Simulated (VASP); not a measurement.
# Ir (P6_3/mmc) in VASP: further runs

Ir is run at these levels: PBE; tasks: single point.

All numbers are computed with VASP 6.6.1; they aren't measurements. Logs are shortened: lines on timing, memory, paths and dates and some standing lists are left out, and cuts for length are marked.

## 1. The cell of the first run

Symmetry: P6_3/mmc, No. 194, hexagonal system. Conventional cell: a = 2.751 Å, b = 2.751 Å, c = 4.462 Å, α = 90.00°, β = 90.00°, γ = 120.00°. Ir (site symmetry -6m2) has 12 Ir at 2.74 to 2.75 Å within 3.6 Å.

This isn't the form of Ir at room conditions, which is fcc.

## 2. Single point, PBE

File INCAR:

```
SYSTEM = Ir
ALGO = Normal
EDIFF = 1E-6
ENCUT = 520
GGA = PE
ISIF = 2
ISMEAR = 0
LASPH = .TRUE.
LCHARG = .FALSE.
LREAL = .FALSE.
LWAVE = .FALSE.
NBANDS = 16
NELM = 60
PREC = Accurate
SIGMA = 0.014
```

File KPOINTS:

```
k-points
0
G
  11 11 6
  0 0 0
```

File POSCAR:

```
Ir
1.0
    2.7513778946      0.0000000000      0.0000000000
   -1.3756889473      2.3827631521      0.0000000000
    0.0000000000      0.0000000000      4.4622900000
Ir
2
Direct
    0.3333333333      0.6666666667      0.2500000000
    0.6666666667      0.3333333333      0.7500000000
```

Potentials or basis: VASP PAW PBE potentials, release 64 (Ir).

Run with:

```bash
cat potpaw_PBE.64/Ir/POTCAR > POTCAR
mpirun -np 1 vasp_std > vasp.out
```

OUTCAR:

```text
SYSTEM = Ir
   EDIFF = 1E-6
   ENCUT = 520
   GGA = PE
   ISIF = 2
   ISMEAR = 0
   LASPH = .TRUE.
   LREAL = .FALSE.
   NELM = 60
   PREC = Accurate

 ion  position               nearest neighbor table
   1  0.333  0.667  0.250-   2 2.74   2 2.74   2 2.74   2 2.74   2 2.74   2 2.74
   2  0.667  0.333  0.750-   1 2.74   1 2.74   1 2.74   1 2.74   1 2.74   1 2.74

  LATTYP: Found a hexagonal cell.
 ALAT       =     2.7513778946
 C/A-ratio  =     1.6218382828

  Lattice vectors:

 A1 = (   2.7513778946,   0.0000000000,   0.0000000000)
 A2 = (  -1.3756889473,   2.3827631521,   0.0000000000)
 A3 = (   0.0000000000,   0.0000000000,   4.4622900000)

Analysis of symmetry for initial positions (statically):
=====================================================================
 Subroutine PRICEL returns:
 Original cell was already a primitive cell.

 Routine SETGRP: Setting up the symmetry group for a
 hexagonal supercell.

 Subroutine GETGRP returns: Found 24 space group operations
 (whereof 12 operations were pure point group operations)
 out of a pool of 24 trial point group operations.

The static configuration has the point symmetry D_3d.
 The point group associated with its full space group is D_6h.

Analysis of symmetry for dynamics (positions and initial velocities):
=====================================================================
 Subroutine PRICEL returns:
 Original cell was already a primitive cell.

 Routine SETGRP: Setting up the symmetry group for a
 hexagonal supercell.

 Subroutine GETGRP returns: Found 24 space group operations
 (whereof 12 operations were pure point group operations)
 out of a pool of 24 trial point group operations.

The dynamic configuration has the point symmetry D_3d.
 The point group associated with its full space group is D_6h.

 Subroutine INISYM returns: Found 24 space group operations
 (whereof 12 operations are pure point group operations),
 and found     1 'primitive' translations

----------------------------------------------------------------------------------------

                                     Primitive cell

  volume of cell :      29.2542

  direct lattice vectors                    reciprocal lattice vectors
     2.751377895  0.000000000  0.000000000     0.363454254  0.209840411  0.000000000
    -1.375688947  2.382763152  0.000000000     0.000000000  0.419680823  0.000000000
     0.000000000  0.000000000  4.462290000     0.000000000  0.000000000  0.224100182

  length of vectors
     2.751377895  2.751377895  4.462290000     0.419680823  0.419680823  0.224100182
[... 81 lines left out ...]
   EDIFF  = 0.1E-05   stopping-criterion for ELM
   LREAL  =      F    real-space projection
   EDIFFG = 0.1E-04   stopping-criterion for IOM
   NSW    =      0    number of steps for IOM
   IBRION =     -1    ionic relax: 0-MD 1-quasi-New 2-CG
   NFREE  =      0    steps in history (QN), initial steepest desc. (CG)
   ISIF   =      2    stress and relaxation
   ISYM   =      2    0-nonsym 1-usesym 2-fastsym
   POTIM  = 0.5000    time-step for ionic-motion
   TEBEG  =    0.0;   TEEND  =   0.0 temperature during run
   PSTRESS=    0.0 pullay stress
   NELECT =      18.0000    total number of electrons
   NUPDOWN=      -1.0000    fix difference up-down
   EMIN   =  10.00;   EMAX   =-10.00  energy-range for DOS
   EFERMI =   0.00;   METHOD = LEGACY
   ISMEAR =     0;   SIGMA  =   0.01  broadening in eV -4-tet -1-fermi 0-gaus
   EFERMI_NEDOS =   21; number of points for ismear=-14 and -15
   IALGO  =     38    algorithm
   IMIX   =      4    mixing-type and parameters
     AMIX     =   0.40;   BMIX     =  1.00
     AMIX_MAG =   1.60;   BMIX_MAG =  1.00
  volume/ion in A,a.u.               =      14.63        98.71
  Fermi-wavevector in a.u.,A,eV,Ry     =   1.392417  2.631287 26.379323  1.938826
  Thomas-Fermi vector in A             =   2.516162
   LORBIT       =      0    0 simple, 1 ext, 2 COOP (PROOUT), +10 PAW based schemes
   GGA     = PE    functional components
   LHFCALC =     F    Hartree Fock is set to
   AEXX    =    0.0000 exact exchange contribution
   IVDW    =     0    specifies the selected vdW correction
   LEPSILON=     F    determine dielectric tensor
   LRPA    =     F    only Hartree local field effects (RPA)
 non-spin polarized calculation
 Gauss-broadening in eV      SIGMA  =   0.01
  energy-cutoff  :      520.00
  volume of cell :       29.25
 maximum number of plane-waves:       796
   NGX = 11   NGY = 11   NGZ = 17

 number of electron      18.0000000 magnetization

 Free energy of the ion-electron system (eV)
  ---------------------------------------------------
  ext. energy  EPLUGINS =         0.00000000
  ---------------------------------------------------
  free energy    TOTEN  =       -17.52136143 eV

  energy without entropy =      -17.52089409  energy(sigma->0) =      -17.52112776

 E-fermi :   9.9323     XC(G=0): -13.7907

 val. band max:        9.9201515576   @ k =   0.3636   0.1818   0.1667
 cond. band min:       9.9376563558   @ k =   0.2727   0.0909   0.3333
 fundamental gap:      0.0175047983
 Fermi energy:         9.9322865626

 k-point     1 :       0.0000    0.0000    0.0000
  band No.  band energies     occupation
      1      -0.9271      2.00000
      2       2.1083      2.00000
      3       6.1879      2.00000
      4       6.2899      2.00000
      5       6.2899      2.00000
      6       6.9139      2.00000
[... 433 lines left out ...]
      3       4.8254      2.00000
      4       5.0526      2.00000
      5       6.0081      2.00000
      6       6.6038      2.00000
[... 8 lines left out ...]
     15      25.0479      0.00000
     16      26.4447      0.00000

 [... further k-points ...]

------------------------ aborting loop because EDIFF is reached ----------------------------------------

  FORCE on cell =-STRESS in cart. coord.  units (eV):
  Direction    XX          YY          ZZ          XY          YZ          ZX
  --------------------------------------------------------------------------------------
  -------------------------------------------------------------------------------------
  Total       -0.2477601     -0.2477601     -0.0295797      0.0000000      0.0000000     -0.0000000
  in kB      -13.5691603    -13.5691603     -1.6200005      0.0000000      0.0000000     -0.0000000
  external PRESSURE =      -9.5861070 kB  Pullay stress =       0.0000000 kB

 VOLUME and BASIS-vectors are now :
 -----------------------------------------------------------------------------
  energy-cutoff  :      520.00
  volume of cell :       29.25
      direct lattice vectors                 reciprocal lattice vectors
     2.751377895  0.000000000  0.000000000     0.363454254  0.209840411  0.000000000
    -1.375688947  2.382763152  0.000000000     0.000000000  0.419680823  0.000000000
     0.000000000  0.000000000  4.462290000     0.000000000  0.000000000  0.224100182

 POSITION                                       TOTAL-FORCE (eV/Angst)
 -----------------------------------------------------------------------------------
     -0.00000      1.58851      1.11557         0.000000     -0.000000      0.000000
      1.37569      0.79425      3.34672        -0.000000      0.000000      0.000000
 -----------------------------------------------------------------------------------
    total drift:                                0.000000     -0.000000     -0.000000

  FREE ENERGIE OF THE ION-ELECTRON SYSTEM (eV)
  ---------------------------------------------------
  free  energy   TOTEN  =       -17.5213614282 eV

  energy  without entropy=      -17.5208940881  energy(sigma->0) =      -17.52112776
```

stdout:

```text
POSCAR found type information on POSCAR Ir
 POSCAR found :  1 types and       2 ions
 scaLAPACK will be used
 LDA part: xc-table for (Slater+PW92), standard interpolation
 POSCAR, INCAR and KPOINTS ok, starting setup
 FFT: planning ... GRIDC
 FFT: planning ... GRID_SOFT
 FFT: planning ... GRID
 WAVECAR not read
 entering main loop
```

Wall time 10 s (1 thread of AMD EPYC 9R45 (Zen 5), shared host); peak memory 0.12 GiB.

What came out:

```
Free energy            : -17.5214 eV
Pressure               : -1.0 GPa
Band gap on the k mesh : zero (bands 9 and 10 overlap by 3.07 eV)
```

Stress tensor (GPa, compression positive):
```
-1.36  0.00  0.00
 0.00 -1.36  0.00
 0.00  0.00 -0.16
```

Levels at points of the mesh, in eV from the Fermi level:
```
           k point  band 6  band 7  band 8  band 9  band 10  band 11  band 12  band 13
(0.00, 0.00, 0.00)   -3.02   -3.02   -2.26   -2.26    -0.72     0.27     0.27     6.79
(0.00, 0.00, 0.50)   -3.76   -3.76   -3.76   -0.44    -0.44    -0.44    -0.44    13.59
```

Caveat: spin-orbit coupling is left out, which moves the levels of the heavy elements.

[end of part 1 of 2]
